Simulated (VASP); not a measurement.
# Nb5N (I4/m) in VASP: single point with PBE

Aim: the single point of Nb5N with PBE.

Everything below comes from runs of VASP 6.6.1. Logs are shortened: lines on timing, memory, paths and dates and some standing lists are left out, and cuts for length are marked.

## 1. The cell of the first run

The structure is tetragonal, space group I4/m (No. 87). Conventional cell: a = 6.540 Å, b = 6.540 Å, c = 4.555 Å, α = 90.00°, β = 90.00°, γ = 90.00°. Nb (site symmetry 4/m) has 2 N at 2.28 Å and 12 Nb at 2.84 to 3.11 Å within 3.2 Å. Nb (site symmetry m) has 1 N at 2.12 Å and 12 Nb at 2.84 to 3.11 Å within 3.2 Å. N (site symmetry 4/m) has 6 Nb at 2.12 to 2.28 Å within 2.8 Å.

## 2. Single point, PBE

Input file INCAR:

```
SYSTEM = Nb5N
  PREC = Accurate
  ENCUT = 520
  EDIFF = 1E-6
  ISMEAR = 0
  SIGMA = 0.1
  LREAL = .FALSE.
  LASPH = .TRUE.
  NELM = 60
  ALGO = Normal
  ISIF = 2
  LWAVE = .FALSE.
  LCHARG = .TRUE.
  GGA = PE
  LELF = .TRUE.
  LVHAR = .TRUE.
  NBANDS = 44
```

Input file KPOINTS:

```
Automatic mesh
0
G
  8 8 8
  0 0 0
```

Input file POSCAR:

```
Nb5N
1.0
   -3.2701047751      3.2701047751      2.2777390986
    3.2701047751     -3.2701047751      2.2777390986
    3.2701047751      3.2701047751     -2.2777390986
Nb N
5 1
Direct
    0.0000000000      0.0000000000      0.0000000000
    0.8044887385      0.6114943609      0.4159830994
    0.6114943609      0.1955112615      0.8070056225
    0.1955112615      0.3885056391      0.5840169006
    0.3885056391      0.8044887385      0.1929943775
    0.5000000000      0.5000000000      0.0000000000
```

Potentials or basis: VASP PAW PBE potentials, release 64 (Nb_sv, N).

Command:

```
$ cat potpaw_PBE.64/Nb_sv/POTCAR potpaw_PBE.64/N/POTCAR > POTCAR
$ mpirun -np 1 vasp_std > vasp.out
```

OUTCAR:

```text
SYSTEM = Nb5N
   PREC = Accurate
   ENCUT = 520
   EDIFF = 1E-6
   ISMEAR = 0
   LREAL = .FALSE.
   LASPH = .TRUE.
   NELM = 60
   ISIF = 2
   GGA = PE

 ion  position               nearest neighbor table
   1  0.000  0.000  0.000-   6 2.28   6 2.28   3 2.84   5 2.84   2 2.84   4 2.84
   2  0.804  0.611  0.416-   6 2.12   1 2.84   4 2.94   4 3.00   4 3.00   3 3.00   5 3.00
   3  0.611  0.196  0.807-   6 2.12   1 2.84   5 2.94   5 3.00   5 3.00   2 3.00   4 3.00
   4  0.196  0.389  0.584-   6 2.12   1 2.84   2 2.94   2 3.00   2 3.00   5 3.00   3 3.00
   5  0.389  0.804  0.193-   6 2.12   1 2.84   3 2.94   3 3.00   3 3.00   4 3.00   2 3.00
   6  0.500  0.500  0.000-   3 2.12   5 2.12   4 2.12   2 2.12   1 2.28   1 2.28

  LATTYP: Found a body centered tetragonal cell.
 ALAT       =     6.5402095502
 C/A-ratio  =     0.6965339814

  Lattice vectors:

 A1 = (  -3.2701047751,   3.2701047751,   2.2777390986)
 A2 = (   3.2701047751,  -3.2701047751,   2.2777390986)
 A3 = (   3.2701047751,   3.2701047751,  -2.2777390986)

Analysis of symmetry for initial positions (statically):
=====================================================================
 Subroutine PRICEL returns:
 Original cell was already a primitive cell.

 Routine SETGRP: Setting up the symmetry group for a
 body centered tetragonal supercell.

 Subroutine GETGRP returns: Found  8 space group operations
 (whereof  8 operations were pure point group operations)
 out of a pool of 16 trial point group operations.

The static configuration has the point symmetry C_4h.

Analysis of symmetry for dynamics (positions and initial velocities):
=====================================================================
 Subroutine PRICEL returns:
 Original cell was already a primitive cell.

 Routine SETGRP: Setting up the symmetry group for a
 body centered tetragonal supercell.

 Subroutine GETGRP returns: Found  8 space group operations
 (whereof  8 operations were pure point group operations)
 out of a pool of 16 trial point group operations.

The dynamic configuration has the point symmetry C_4h.

 Subroutine INISYM returns: Found  8 space group operations
 (whereof  8 operations are pure point group operations),
 and found     1 'primitive' translations

----------------------------------------------------------------------------------------

                                     Primitive cell

  volume of cell :      97.4288

  direct lattice vectors                    reciprocal lattice vectors
    -3.270104775  3.270104775  2.277739099     0.000000000  0.152900300  0.219515923
     3.270104775 -3.270104775  2.277739099     0.152900300  0.000000000  0.219515923
     3.270104775  3.270104775 -2.277739099     0.152900300  0.152900300  0.000000000

  length of vectors
     5.155120356  5.155120356  5.155120356     0.267517741  0.267517741  0.216233677

  position of ions in fractional coordinates (direct lattice)
     0.000000000  0.000000000  0.000000000
     0.804488738  0.611494361  0.415983099
     0.611494361  0.195511262  0.807005623
     0.195511262  0.388505639  0.584016901
     0.388505639  0.804488738  0.192994377
     0.500000000  0.500000000  0.000000000

  ion indices of the primitive-cell ions
   primitive index   ion index
                 1           1
                 2           2
                 3           3
                 4           4
                 5           5
                 6           6

----------------------------------------------------------------------------------------

 KPOINTS: Automatic mesh

Automatic generation of k-mesh.
 Grid dimensions read from file:
 generate k-points for:    8    8    8

 Generating k-lattice:

  Cartesian coordinates                     Fractional coordinates (reciprocal lattice)
     0.000000000  0.019112537  0.027439490     0.125000000  0.000000000 -0.000000000
     0.019112537  0.000000000  0.027439490     0.000000000  0.125000000 -0.000000000
     0.019112537  0.019112537  0.000000000     0.000000000  0.000000000  0.125000000

  Length of vectors
     0.033439718  0.033439718  0.027029210

  Shift w.r.t. Gamma in fractional coordinates (k-lattice)
     0.000000000  0.000000000  0.000000000

 Subroutine IBZKPT returns following result:
 ===========================================

 Found     78 irreducible k-points:

 Following reciprocal coordinates:
            Coordinates               Weight
  0.000000  0.000000  0.000000      1.000000
  0.125000  0.000000 -0.000000      8.000000
  0.250000  0.000000 -0.000000      8.000000
  0.375000  0.000000  0.000000      8.000000
  0.500000  0.000000 -0.000000      4.000000
  0.125000  0.125000 -0.000000      8.000000
[... 16 lines left out ...]
 -0.375000  0.250000 -0.000000      8.000000
 -0.250000  0.375000  0.000000      8.000000
 [... further k-points ...]
   k-points           NKPTS =     78   k-points in BZ     NKDIM =     78   number of bands    NBANDS=     44
   number of dos      NEDOS =    301   number of ions     NIONS =      6
   total plane-waves  NPLWV =  64000
   dimension x,y,z NGX =    40 NGY =   40 NGZ =   40
   dimension x,y,z NGXF=    80 NGYF=   80 NGZF=   80
   ions per type =               5   1
   NGX,Y,Z   is equivalent  to a cutoff of  12.90, 12.90, 12.90 a.u.
   NGXF,Y,Z  is equivalent  to a cutoff of  25.80, 25.80, 25.80 a.u.
 SYSTEM =  Nb5N
   PREC   = accura    normal or accurate (medium, high low for compatibility)
   ISTART =      0    job   : 0-new  1-cont  2-samecut
   ICHARG =      2    charge: 1-file 2-atom 10-const
   ISPIN  =      1    spin polarized calculation?
   LNONCOLLINEAR =      F non collinear calculations
   LSORBIT =      F    spin-orbit coupling
   LASPH  =      T    aspherical Exc in radial PAW
   ENCUT  =  520.0 eV  38.22 Ry    6.18 a.u.   9.59  9.59  9.59*2*pi/ulx,y,z
   NELM   =     60;   NELMIN=  2; NELMDL= -5     # of ELM steps
   EDIFF  = 0.1E-05   stopping-criterion for ELM
   LREAL  =      F    real-space projection
   EDIFFG = 0.1E-04   stopping-criterion for IOM
   NSW    =      0    number of steps for IOM
   IBRION =     -1    ionic relax: 0-MD 1-quasi-New 2-CG
   NFREE  =      0    steps in history (QN), initial steepest desc. (CG)
   ISIF   =      2    stress and relaxation
   ISYM   =      2    0-nonsym 1-usesym 2-fastsym
   POTIM  = 0.5000    time-step for ionic-motion
   TEBEG  =    0.0;   TEEND  =   0.0 temperature during run
   PSTRESS=    0.0 pullay stress
   NELECT =      70.0000    total number of electrons
   NUPDOWN=      -1.0000    fix difference up-down
   EMIN   =  10.00;   EMAX   =-10.00  energy-range for DOS
   EFERMI =   0.00;   METHOD = LEGACY
   ISMEAR =     0;   SIGMA  =   0.10  broadening in eV -4-tet -1-fermi 0-gaus
   EFERMI_NEDOS =   21; number of points for ismear=-14 and -15
   IALGO  =     38    algorithm
   IMIX   =      4    mixing-type and parameters
     AMIX     =   0.40;   BMIX     =  1.00
     AMIX_MAG =   1.60;   BMIX_MAG =  1.00
  volume/ion in A,a.u.               =      16.24       109.58
  Fermi-wavevector in a.u.,A,eV,Ry     =   1.466263  2.770834 29.251517  2.149926
  Thomas-Fermi vector in A             =   2.582021
   LORBIT       =      0    0 simple, 1 ext, 2 COOP (PROOUT), +10 PAW based schemes
   GGA     = PE    functional components
   LHFCALC =     F    Hartree Fock is set to
   AEXX    =    0.0000 exact exchange contribution
   IVDW    =     0    specifies the selected vdW correction
   LEPSILON=     F    determine dielectric tensor
   LRPA    =     F    only Hartree local field effects (RPA)
 non-spin polarized calculation
 Gauss-broadening in eV      SIGMA  =   0.10
  energy-cutoff  :      520.00
  volume of cell :       97.43
 maximum number of plane-waves:      2643
 NGX is ok and might be reduce to    40
   NGX = 19   NGY = 19   NGZ = 19

 number of electron      70.0000002 magnetization

 Free energy of the ion-electron system (eV)
  ---------------------------------------------------
  ext. energy  EPLUGINS =         0.00000000
  ---------------------------------------------------
  free energy    TOTEN  =       -61.28413512 eV

  energy without entropy =      -61.25223902  energy(sigma->0) =      -61.26818707

 E-fermi :  11.1684     XC(G=0): -12.4682

 val. band max:       11.1661197119   @ k =  -0.1250   0.1250   0.1250
 cond. band min:      11.1711777984   @ k =   0.3750   0.1250  -0.0000
 fundamental gap:      0.0050580865
 Fermi energy:        11.1684313547

 k-point     1 :       0.0000    0.0000    0.0000
  band No.  band energies     occupation
      1     -43.7087      2.00000
      2     -43.5218      2.00000
      3     -43.4998      2.00000
      4     -43.4998      2.00000
      5     -43.4132      2.00000
      6     -20.1029      2.00000
[... 36 lines left out ...]
     43      14.2251      0.00000
     44      14.6983      0.00000

 k-point     2 :       0.1250    0.0000   -0.0000
  band No.  band energies     occupation
      1     -43.6981      2.00000
      2     -43.5257      2.00000
      3     -43.5034      2.00000
      4     -43.5014      2.00000
      5     -43.4147      2.00000
      6     -20.1628      2.00000
[... 36 lines left out ...]
     43      14.1010      0.00000
     44      14.6239      0.00000

 k-point     3 :       0.2500    0.0000   -0.0000
  band No.  band energies     occupation
      1     -43.6690      2.00000
      2     -43.5347      2.00000
      3     -43.5158      2.00000
      4     -43.5058      2.00000
      5     -43.4186      2.00000
      6     -20.2551      2.00000
[... 36 lines left out ...]
     43      14.0819      0.00000
     44      14.5238      0.00000

 k-point     4 :       0.3750    0.0000    0.0000
  band No.  band energies     occupation
      1     -43.6280      2.00000
      2     -43.5497      2.00000
      3     -43.5340      2.00000
      4     -43.5099      2.00000
      5     -43.4229      2.00000
      6     -20.3286      2.00000
[... 882 lines left out ...]
     43      14.2627      0.00000
     44      14.5173      0.00000

 k-point    23 :      -0.3750    0.2500   -0.0000
  band No.  band energies     occupation
      1     -43.6582      2.00000
      2     -43.5532      2.00000
      3     -43.5179      2.00000
      4     -43.5014      2.00000
      5     -43.4137      2.00000
      6     -20.1702      2.00000
[... 36 lines left out ...]
     43      14.1906      0.00000
     44      14.4856      0.00000

 k-point    24 :      -0.2500    0.3750    0.0000
  band No.  band energies     occupation
      1     -43.6574      2.00000
      2     -43.5579      2.00000
      3     -43.5160      2.00000
      4     -43.4983      2.00000
      5     -43.4148      2.00000
      6     -20.1542      2.00000
[... 36 lines left out ...]
     43      13.9199      0.00000
     44      14.5066      0.00000

 [... further k-points ...]
[... 5 lines left out ...]
  --------------------------------------------------------------------------------------
  -------------------------------------------------------------------------------------
  Total       -0.2228391     -0.2228391     -0.2301788      0.0000000      0.0000000     -0.0000000
  in kB       -3.6644993     -3.6644993     -3.7851980      0.0000007      0.0000000     -0.0000000
  external PRESSURE =      -3.7047322 kB  Pullay stress =       0.0000000 kB

 VOLUME and BASIS-vectors are now :
 -----------------------------------------------------------------------------
  energy-cutoff  :      520.00
  volume of cell :       97.43
      direct lattice vectors                 reciprocal lattice vectors
    -3.270104775  3.270104775  2.277739099     0.000000000  0.152900300  0.219515923
     3.270104775 -3.270104775  2.277739099     0.152900300  0.000000000  0.219515923
     3.270104775  3.270104775 -2.277739099     0.152900300  0.152900300  0.000000000

 POSITION                                       TOTAL-FORCE (eV/Angst)
 -----------------------------------------------------------------------------------
      0.00000      0.00000      0.00000        -0.000000      0.000000      0.000000
      0.72920      1.99142      2.27774        -0.013623     -0.014777      0.000000
      1.27868      3.99930     -0.00000         0.014777     -0.013623     -0.000000
      2.54091      1.27868      0.00000         0.013623      0.014777     -0.000000
      1.99142     -0.72920      2.27774        -0.014777      0.013623      0.000000
      0.00000      0.00000      2.27774        -0.000000     -0.000000      0.000000
 -----------------------------------------------------------------------------------
    total drift:                               -0.000000      0.000000     -0.000000

  FREE ENERGIE OF THE ION-ELECTRON SYSTEM (eV)
  ---------------------------------------------------
  free  energy   TOTEN  =       -61.2841351227 eV

  energy  without entropy=      -61.2522390179  energy(sigma->0) =      -61.26818707
```

Run time: 4.8 min. Hardware: 1 thread of AMD EPYC 9R45 (Zen 5), shared host; peak memory 0.37 GiB.

Results:

```yaml
Free_energy: -61.2841 eV
Pressure: -0.4 GPa
Largest_force: 0.020 eV/Å
Band_gap_on_the_k_mesh: zero (bands 35 and 36 overlap by 0.60 eV)
```

Forces on the atoms (eV/Å):
```
Nb   0.000  0.000  0.000
Nb  -0.014 -0.015  0.000
Nb   0.015 -0.014  0.000
Nb   0.014  0.015  0.000
Nb  -0.015  0.014  0.000
N    0.000  0.000  0.000
```

Levels at points of the mesh, in eV from the Fermi level:
```csv
k point,band 33,band 34,band 35,band 36,band 37,band 38
"(0.00, 0.00, 0.00)",-0.76,-0.53,0.38,0.38,0.57,0.65
"(0.50, 0.00, 0.00)",-1.02,-0.77,-0.63,0.01,0.36,0.94
"(0.50, 0.50, 0.00)",-0.87,-0.81,-0.26,0.71,0.76,1.42
"(0.50, 0.50, 0.50)",-1.39,-0.28,-0.08,1.66,1.66,1.95
```
